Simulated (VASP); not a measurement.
Write the native input for VASP 6.6.1 that does the following.

| Quantity | Value |
| --- | --- |
| Task | single point |
| Functional | LDA |
| Potentials or basis | VASP PAW LDA potentials, release 64 (Ga_d, N) |
| Cutoff | 520 eV |
| k mesh | 10 × 10 × 10 |
| Occupations | gaussian, width 0.01 eV |
| Spin | no spin polarisation |
| Dipole correction | no |
| Further INCAR settings | ALGO = Normal; EDIFF = 1e-07; NBANDS = 16 |

The structure of GaN lies in POSCAR:

```
GaN
1.0
    2.1831504092      2.1831504092      0.0000000000
   -2.1831504092      2.1831504092      0.0000000000
    0.0000000000      2.1831504092      2.2753185838
Ga N
1 1
Direct
    0.0000000000      0.0000000000      0.0000000000
    0.2500000000      0.7500000000      0.5000000000
```

This cell differs from its parent crystal: in-plane strain -0.02, then relaxed in part.

These files were run (other wordings do the same):

INCAR

```
SYSTEM = GaN
ALGO = Normal
EDIFF = 1E-7
ENCUT = 520
ISIF = 2
ISMEAR = 0
LASPH = .TRUE.
LCHARG = .TRUE.
LELF = .TRUE.
LREAL = .FALSE.
LVHAR = .TRUE.
LWAVE = .FALSE.
NBANDS = 16
NELM = 60
PREC = Accurate
SIGMA = 0.01
```

KPOINTS

```
k-points
0
G
  10 10 10
  0 0 0
```

Potentials or basis: VASP PAW LDA potentials, release 64 (Ga_d, N).

Launch:

```bash
$ cat potpaw_LDA.64/Ga_d/POTCAR potpaw_LDA.64/N/POTCAR > POTCAR
$ mpirun -np 1 vasp_std > vasp.out
```

Results of the run:

| Property | Result |
| --- | --- |
| Pressure | 5.1 GPa |
| Band gap on the k mesh | 2.02 eV, direct |

Caveat: the cell differs from its parent crystal (in-plane strain -0.02, then relaxed in part).

Wall time 30 s on 1 thread of Intel Xeon 8259CL, on a shared host, peak memory 0.15 GiB.
